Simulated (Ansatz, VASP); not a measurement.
Given: the input of a run of Ansatz 0.2.0 on CuO.

The input input.yaml:

```yaml
crystal:
  lattice:
    - [1.990968, -2.15355, 0.0]
    - [1.990968, 2.15355, 0.0]
    - [0.0, 0.0, 5.155928]
  atoms:
    - { symbol: Cu, position: [0.5, 0.0, 0.0] }
    - { symbol: Cu, position: [0.0, 0.5, 0.5] }
    - { symbol: O, position: [0.5, 0.5, 0.25] }
    - { symbol: O, position: [0.5, 0.5, 0.75] }
hamiltonian:
  xc: rpbe
  pseudopotentials: { kind: paw }
kpoints:
  mp_grid: { grid: [9, 9, 5] }
scf:
  occupations: { method: fermi_dirac, width: 0.05 }
output:
  forces: true
  stress: true
  eigenvalues: true
relax:
  f_tol: 0.01
  max_steps: 40
  cell: { stress_tol: 0.05 }
```

Potentials or basis: Ansatz PAW.

The run is started by

```console
$ ansatz run input.yaml --threads 2 --pin off --max-ram 5632MiB --backend cpu --events-out ev --progress --plain --runs-dir out
```

Question: Set up the same calculation for VASP 6.6.1. Potentials there: VASP PAW PBE potentials, release 64 (Cu, O).

Answer: As run (the cutoff follows the program's own potentials):

File INCAR:

```
PREC = Accurate
ENCUT = 600
EDIFF = 1E-7
ISMEAR = -1
SIGMA = 0.05
LREAL = F
LASPH = T
NELM = 100
ALGO = Normal
ISIF = 3
LWAVE = F
LCHARG = F
GGA = RP
IBRION = 2
NSW = 60
EDIFFG = -0.01
```

The input KPOINTS:

```
regular mesh
0
Gamma
  9 9 5
```

POSCAR

```
CuO
1.0
    1.9909680000     -2.1535500000      0.0000000000
    1.9909680000      2.1535500000      0.0000000000
    0.0000000000      0.0000000000      5.1559280000
Cu O
2 2
Direct
    0.5000000000      0.0000000000      0.0000000000
    0.0000000000      0.5000000000      0.5000000000
    0.5000000000      0.5000000000      0.2500000000
    0.5000000000      0.5000000000      0.7500000000
```

Potentials or basis: VASP PAW PBE potentials, release 64 (Cu, O).

Launch:

```bash
$ cat potpaw_PBE.64/Cu/POTCAR potpaw_PBE.64/O/POTCAR > POTCAR
$ mpirun -np 1 vasp_std > vasp.out
```

Both were run:

|  | VASP | Ansatz | Ansatz less VASP |
| --- | --- | --- | --- |
| gap on the k mesh at the Fermi level, each at its own relaxed structure (eV) | none | none | - |
| relaxed volume (Å³/atom) | 11.66 | 11.61 | -0.047 |
| relaxed cell length with the largest relative difference (Å) | 5.200 | 5.192 | -0.0077 |

VASP's potentials were made for PBE, not for RPBE. A gap of «none» marks a metal or a gap that the smearing closes. VASP's potentials hold 34 valence electrons a cell and Ansatz's 50, so a difference there can come from the potentials and not from the codes.

Noted on Ansatz's run: the plane-wave basis is chosen anew once the cell has moved, so the energies of steps on either side of that aren't comparable.
